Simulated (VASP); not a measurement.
# CdSeS3 (Pm-3m) in VASP: single point with PBE

Aim: the single point of CdSeS3 with PBE.

All numbers are computed with VASP 6.6.1; they aren't measurements. Logs are shortened: lines on timing, memory, paths and dates and some standing lists are left out, and cuts for length are marked.

### 1 The cell of the first run

It takes space group Pm-3m (No. 221, cubic). Conventional cell: a = 5.008 Å, b = 5.008 Å, c = 5.008 Å, α = 90.00°, β = 90.00°, γ = 90.00°. Cd (site symmetry m-3m) has 6 S at 2.50 Å within 3.3 Å. Within 4.7 Å of Se (site symmetry m-3m) lie 12 S at 3.54 Å and 8 Cd at 4.34 Å. S (site symmetry 4/mmm) has 2 Cd at 2.50 Å within 3.3 Å.

### 2 Single point, PBE

INCAR reads:

```
SYSTEM = CdSeS3
PREC = Accurate
ENCUT = 520
EDIFF = 1E-6
ISMEAR = 0
SIGMA = 0.1
LREAL = .False.
LASPH = .True.
NELM = 80
ALGO = Normal
ISIF = 2
LWAVE = .False.
LCHARG = .False.
GGA = PE
NBANDS = 26
```

KPOINTS reads:

```
regular mesh
0
Gamma
  4 4 4
  0 0 0
```

POSCAR reads:

```
CdSeS3
1.0
    5.0075601700      0.0000000000      0.0000000000
    0.0000000000      5.0075601700      0.0000000000
    0.0000000000      0.0000000000      5.0075601700
Cd Se S
1 1 3
Direct
    0.0000000000      0.0000000000      0.0000000000
    0.5000000000      0.5000000000      0.5000000000
    0.0000000000      0.0000000000      0.5000000000
    0.0000000000      0.5000000000      0.0000000000
    0.5000000000      0.0000000000      0.0000000000
```

Potentials or basis: VASP PAW PBE potentials, release 64 (Cd, Se, S).

The run is started by

```sh
> cat potpaw_PBE.64/Cd/POTCAR potpaw_PBE.64/Se/POTCAR potpaw_PBE.64/S/POTCAR > POTCAR
> mpirun -np 1 vasp_std > vasp.out
```

OUTCAR:

```text
SYSTEM = CdSeS3
   PREC = Accurate
   ENCUT = 520
   EDIFF = 1E-6
   ISMEAR = 0
   LREAL = .False.
   LASPH = .True.
   NELM = 80
   ISIF = 2
   GGA = PE

 ion  position               nearest neighbor table
   1  0.000  0.000  0.000-   3 2.50   4 2.50   5 2.50   3 2.50   4 2.50   5 2.50
   2  0.500  0.500  0.500-
   3  0.000  0.000  0.500-   1 2.50   1 2.50
   4  0.000  0.500  0.000-   1 2.50   1 2.50
   5  0.500  0.000  0.000-   1 2.50   1 2.50

  LATTYP: Found a simple cubic cell.
 ALAT       =     5.0075601700

  Lattice vectors:

 A1 = (   5.0075601700,   0.0000000000,   0.0000000000)
 A2 = (   0.0000000000,   5.0075601700,   0.0000000000)
 A3 = (   0.0000000000,   0.0000000000,   5.0075601700)

Analysis of symmetry for initial positions (statically):
=====================================================================
 Subroutine PRICEL returns:
 Original cell was already a primitive cell.

 Routine SETGRP: Setting up the symmetry group for a
 simple cubic supercell.

 Subroutine GETGRP returns: Found 48 space group operations
 (whereof 48 operations were pure point group operations)
 out of a pool of 48 trial point group operations.

The static configuration has the point symmetry O_h .

Analysis of symmetry for dynamics (positions and initial velocities):
=====================================================================
 Subroutine PRICEL returns:
 Original cell was already a primitive cell.

 Routine SETGRP: Setting up the symmetry group for a
 simple cubic supercell.

 Subroutine GETGRP returns: Found 48 space group operations
 (whereof 48 operations were pure point group operations)
 out of a pool of 48 trial point group operations.

The dynamic configuration has the point symmetry O_h .

 Subroutine INISYM returns: Found 48 space group operations
 (whereof 48 operations are pure point group operations),
 and found     1 'primitive' translations

----------------------------------------------------------------------------------------

                                     Primitive cell

  volume of cell :     125.5679

  direct lattice vectors                    reciprocal lattice vectors
     5.007560170  0.000000000  0.000000000     0.199698050  0.000000000  0.000000000
     0.000000000  5.007560170  0.000000000     0.000000000  0.199698050  0.000000000
     0.000000000  0.000000000  5.007560170     0.000000000  0.000000000  0.199698050

  length of vectors
     5.007560170  5.007560170  5.007560170     0.199698050  0.199698050  0.199698050

  position of ions in fractional coordinates (direct lattice)
     0.000000000  0.000000000  0.000000000
     0.500000000  0.500000000  0.500000000
     0.000000000  0.000000000  0.500000000
     0.000000000  0.500000000  0.000000000
     0.500000000  0.000000000  0.000000000

  ion indices of the primitive-cell ions
   primitive index   ion index
                 1           1
                 2           2
                 3           3
                 4           4
                 5           5

----------------------------------------------------------------------------------------

 KPOINTS: regular mesh

Automatic generation of k-mesh.
 Grid dimensions read from file:
 generate k-points for:    4    4    4

 Generating k-lattice:

  Cartesian coordinates                     Fractional coordinates (reciprocal lattice)
     0.049924512  0.000000000  0.000000000     0.250000000  0.000000000  0.000000000
     0.000000000  0.049924512  0.000000000     0.000000000  0.250000000  0.000000000
     0.000000000  0.000000000  0.049924512     0.000000000  0.000000000  0.250000000

  Length of vectors
     0.049924512  0.049924512  0.049924512

  Shift w.r.t. Gamma in fractional coordinates (k-lattice)
     0.000000000  0.000000000  0.000000000

 Subroutine IBZKPT returns following result:
 ===========================================

 Found     10 irreducible k-points:

 Following reciprocal coordinates:
            Coordinates               Weight
  0.000000  0.000000  0.000000      1.000000
  0.250000  0.000000  0.000000      6.000000
  0.500000  0.000000  0.000000      3.000000
  0.250000  0.250000  0.000000     12.000000
  0.500000  0.250000  0.000000     12.000000
  0.500000  0.500000  0.000000      3.000000
  0.250000  0.250000  0.250000      8.000000
  0.500000  0.250000  0.250000     12.000000
  0.500000  0.500000  0.250000      6.000000
  0.500000  0.500000  0.500000      1.000000
   k-points           NKPTS =     10   k-points in BZ     NKDIM =     10   number of bands    NBANDS=     26
   number of dos      NEDOS =    301   number of ions     NIONS =      5
   total plane-waves  NPLWV =  64000
   dimension x,y,z NGX =    40 NGY =   40 NGZ =   40
   dimension x,y,z NGXF=    80 NGYF=   80 NGZF=   80
   ions per type =               1   1   3
   NGX,Y,Z   is equivalent  to a cutoff of  13.28, 13.28, 13.28 a.u.
   NGXF,Y,Z  is equivalent  to a cutoff of  26.56, 26.56, 26.56 a.u.
 SYSTEM =  CdSeS3
   PREC   = accura    normal or accurate (medium, high low for compatibility)
   ISTART =      0    job   : 0-new  1-cont  2-samecut
   ICHARG =      2    charge: 1-file 2-atom 10-const
   ISPIN  =      1    spin polarized calculation?
   LNONCOLLINEAR =      F non collinear calculations
   LSORBIT =      F    spin-orbit coupling
   LASPH  =      T    aspherical Exc in radial PAW
   ENCUT  =  520.0 eV  38.22 Ry    6.18 a.u.   9.31  9.31  9.31*2*pi/ulx,y,z
   NELM   =     80;   NELMIN=  2; NELMDL= -5     # of ELM steps
   EDIFF  = 0.1E-05   stopping-criterion for ELM
   LREAL  =      F    real-space projection
   EDIFFG = 0.1E-04   stopping-criterion for IOM
   NSW    =      0    number of steps for IOM
   IBRION =     -1    ionic relax: 0-MD 1-quasi-New 2-CG
   NFREE  =      0    steps in history (QN), initial steepest desc. (CG)
   ISIF   =      2    stress and relaxation
   ISYM   =      2    0-nonsym 1-usesym 2-fastsym
   POTIM  = 0.5000    time-step for ionic-motion
   TEBEG  =    0.0;   TEEND  =   0.0 temperature during run
   PSTRESS=    0.0 pullay stress
   NELECT =      36.0000    total number of electrons
   NUPDOWN=      -1.0000    fix difference up-down
   EMIN   =  10.00;   EMAX   =-10.00  energy-range for DOS
   EFERMI =   0.00;   METHOD = LEGACY
   ISMEAR =     0;   SIGMA  =   0.10  broadening in eV -4-tet -1-fermi 0-gaus
   EFERMI_NEDOS =   21; number of points for ismear=-14 and -15
   IALGO  =     38    algorithm
   IMIX   =      4    mixing-type and parameters
     AMIX     =   0.40;   BMIX     =  1.00
     AMIX_MAG =   1.60;   BMIX_MAG =  1.00
  volume/ion in A,a.u.               =      25.11       169.47
  Fermi-wavevector in a.u.,A,eV,Ry     =   1.079484  2.039929 15.854671  1.165285
  Thomas-Fermi vector in A             =   2.215450
   LORBIT       =      0    0 simple, 1 ext, 2 COOP (PROOUT), +10 PAW based schemes
   GGA     = PE    functional components
   LHFCALC =     F    Hartree Fock is set to
   AEXX    =    0.0000 exact exchange contribution
   IVDW    =     0    specifies the selected vdW correction
   LEPSILON=     F    determine dielectric tensor
   LRPA    =     F    only Hartree local field effects (RPA)
 non-spin polarized calculation
 Gauss-broadening in eV      SIGMA  =   0.10
  energy-cutoff  :      520.00
  volume of cell :      125.57
 maximum number of plane-waves:      3415
 NGX is ok and might be reduce to    40
   NGX = 19   NGY = 19   NGZ = 19

 number of electron      36.0000009 magnetization

 Free energy of the ion-electron system (eV)
  ---------------------------------------------------
  ext. energy  EPLUGINS =         0.00000000
  ---------------------------------------------------
  free energy    TOTEN  =       -11.65796105 eV

  energy without entropy =      -11.62489190  energy(sigma->0) =      -11.64142648

 E-fermi :   1.5479     XC(G=0):  -9.1811

 val. band max:        1.5443255397   @ k =   0.5000   0.2500   0.2500
 cond. band min:       1.5910890231   @ k =   0.5000   0.2500   0.2500
 fundamental gap:      0.0467634835
 Fermi energy:         1.5479418971

 k-point     1 :       0.0000    0.0000    0.0000
  band No.  band energies     occupation
      1     -11.3938      2.00000
      2     -10.0971      2.00000
      3     -10.0971      2.00000
      4      -9.8820      2.00000
      5      -6.1799      2.00000
      6      -6.1799      2.00000
[... 18 lines left out ...]
     25       8.6174      0.00000
     26       8.8580      0.00000

 k-point     2 :       0.2500    0.0000    0.0000
  band No.  band energies     occupation
      1     -11.1890      2.00000
      2     -10.1975      2.00000
      3     -10.0902      2.00000
      4      -9.8350      2.00000
      5      -6.2067      2.00000
      6      -6.2067      2.00000
[... 18 lines left out ...]
     25       9.1703      0.00000
     26       9.6183      0.00000

 k-point     3 :       0.5000    0.0000    0.0000
  band No.  band energies     occupation
      1     -10.7732      2.00000
      2     -10.5949      2.00000
      3     -10.0832      2.00000
      4      -9.6612      2.00000
      5      -6.7203      2.00000
      6      -6.2327      2.00000
[... 18 lines left out ...]
     25      10.0444      0.00000
     26      10.2144      0.00000

 k-point     4 :       0.2500    0.2500    0.0000
  band No.  band energies     occupation
      1     -10.9941      2.00000
      2     -10.1850      2.00000
      3     -10.0491      2.00000
      4      -9.9061      2.00000
      5      -6.2786      2.00000
      6      -6.2318      2.00000
[... 18 lines left out ...]
     25       9.8808      0.00000
     26      10.0233      0.00000
[... 90 lines left out ...]
      1     -10.4118      2.00000
      2     -10.3938      2.00000
      3     -10.0235      2.00000
      4      -9.8563      2.00000
      5      -6.7764      2.00000
      6      -6.2656      2.00000
[... 18 lines left out ...]
     25       9.8949      0.00000
     26      10.0077      0.00000

 k-point     9 :       0.5000    0.5000    0.2500
  band No.  band energies     occupation
      1     -10.2671      2.00000
      2     -10.2073      2.00000
      3      -9.9678      2.00000
      4      -9.9678      2.00000
      5      -6.8993      2.00000
      6      -6.5881      2.00000
[... 18 lines left out ...]
     25       9.8526      0.00000
     26      10.0608      0.00000

 k-point    10 :       0.5000    0.5000    0.5000
  band No.  band energies     occupation
      1     -10.2458      2.00000
      2      -9.9476      2.00000
      3      -9.9476      2.00000
      4      -9.9476      2.00000
      5      -6.8986      2.00000
      6      -6.8986      2.00000
[... 18 lines left out ...]
     25       9.2360      0.00000
     26      10.6458      0.00000

------------------------ aborting loop because EDIFF is reached ----------------------------------------

  FORCE on cell =-STRESS in cart. coord.  units (eV):
  Direction    XX          YY          ZZ          XY          YZ          ZX
  --------------------------------------------------------------------------------------
  -------------------------------------------------------------------------------------
  Total       -1.1544509     -1.1544509     -1.1544509     -0.0000000      0.0000000     -0.0000000
  in kB      -14.7301616    -14.7301616    -14.7301616     -0.0000000      0.0000000     -0.0000000
  external PRESSURE =     -14.7301616 kB  Pullay stress =       0.0000000 kB

 VOLUME and BASIS-vectors are now :
 -----------------------------------------------------------------------------
  energy-cutoff  :      520.00
  volume of cell :      125.57
      direct lattice vectors                 reciprocal lattice vectors
     5.007560170  0.000000000  0.000000000     0.199698050  0.000000000  0.000000000
     0.000000000  5.007560170  0.000000000     0.000000000  0.199698050  0.000000000
     0.000000000  0.000000000  5.007560170     0.000000000  0.000000000  0.199698050

 POSITION                                       TOTAL-FORCE (eV/Angst)
 -----------------------------------------------------------------------------------
      0.00000      0.00000      0.00000         0.000000      0.000000      0.000000
      2.50378      2.50378      2.50378         0.000000      0.000000      0.000000
      0.00000      0.00000      2.50378         0.000000      0.000000      0.000000
      0.00000      2.50378      0.00000         0.000000      0.000000      0.000000
      2.50378      0.00000      0.00000         0.000000      0.000000      0.000000
 -----------------------------------------------------------------------------------
    total drift:                                0.000000      0.000000     -0.000000

  FREE ENERGIE OF THE ION-ELECTRON SYSTEM (eV)
  ---------------------------------------------------
  free  energy   TOTEN  =       -11.6579610513 eV

  energy  without entropy=      -11.6248918992  energy(sigma->0) =      -11.64142648
```

It took 17 s on 1 thread of Intel Xeon 6975P-C (Granite Rapids), shared host; peak memory 0.25 GiB.

What came out:

* Free energy: -11.6580 eV
* Pressure: -1.5 GPa
* Band gap on the k mesh: zero (band 18 reaches 2.32 eV, above the bottom of band 19 at 1.15 eV)
